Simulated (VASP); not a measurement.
BaTiO3: electric field gradients with LDA

The system is BaTiO3.

```xyz
5
Lattice="4.0073 0.0200 0.0200 0.0200 4.0073 0.0200 0.0200 0.0200 4.0073" Properties=species:S:1:pos:R:3 pbc="T T T"
Ba    2.0237    2.0237    2.0237
Ti    0.0000    0.0000    0.0000
O     2.0036    0.0100    0.0100
O     0.0100    2.0036    0.0100
O     0.0100    0.0100    2.0036
```

This cell differs from its parent crystal: equal xy, yz and zx shear strains of +1 %.

| Quantity | Value |
| --- | --- |
| Program | VASP 6.6.1 |
| Task | electric field gradients |
| Functional | LDA |
| Potentials or basis | VASP PAW LDA potentials, release 64 (Ba_sv, Ti_sv, O_h) |
| Cutoff | 910 eV |
| k mesh | 8 × 8 × 8 |
| Occupations | fermi-dirac, width 0.05 eV |
| Spin | no spin polarisation |
| Dipole correction | no |
| Further INCAR settings | ALGO = Normal; EDIFF = 1e-08; NBANDS = 28 |

```yaml
Pressure: -7.7 GPa
Band_gap_on_the_k_mesh: 1.63 eV (least direct gap 1.75 eV)
Largest_electric_field_gradient_by_atom: Ba +14.1; Ti -3.7; O +21.8 V/Å²
```

Stress tensor (GPa, compression positive):
```
-7.72 -1.21 -1.21
-1.21 -7.72 -1.21
-1.21 -1.21 -7.72
```

Levels at points of the mesh, in eV from the valence-band top:
| k point | band 18 | band 19 | band 20 | band 21 | band 22 | band 23 |
| --- | --- | --- | --- | --- | --- | --- |
| (0.00, 0.00, 0.00) | -0.21 | -0.12 | -0.12 | 1.63 | 1.63 | 1.68 |
| (0.50, 0.00, 0.00) | -1.84 | -0.77 | -0.68 | 1.81 | 3.42 | 3.44 |
| (0.50, 0.50, 0.00) | -0.90 | -0.86 | -0.10 | 3.43 | 3.45 | 3.85 |
| (0.50, 0.50, 0.50) | -0.02 | 0.00 | 0.00 | 4.10 | 4.10 | 4.13 |

Electric field gradients, principal values (V/Å²):
```csv
atom,least,middle,greatest (by size)
1 Ba,-7.060,-7.060,14.119
2 Ti,1.867,1.867,-3.735
3 O,-10.836,-10.963,21.800
4 O,-10.836,-10.963,21.800
5 O,-10.836,-10.963,21.800
```

Wall time 5.3 min on 1 thread of Intel(R) Xeon(R) Platinum 8488C (Sapphire Rapids), on a shared host, peak memory 0.39 GiB.

Caveat: the cell differs from its parent crystal (equal xy, yz and zx shear strains of +1 %); the cutoff is under 1.25 times the usual one of these potentials, so pressure, stress and relaxed cells hold a basis-set (Pulay) error; the cell stands under tension; without QUAD_EFG the Cq values of the log hold for a quadrupole moment of 1 mb, not for the nuclei; spin-orbit coupling is left out, which moves the levels of the heavy elements. A k mesh can miss the band edges.
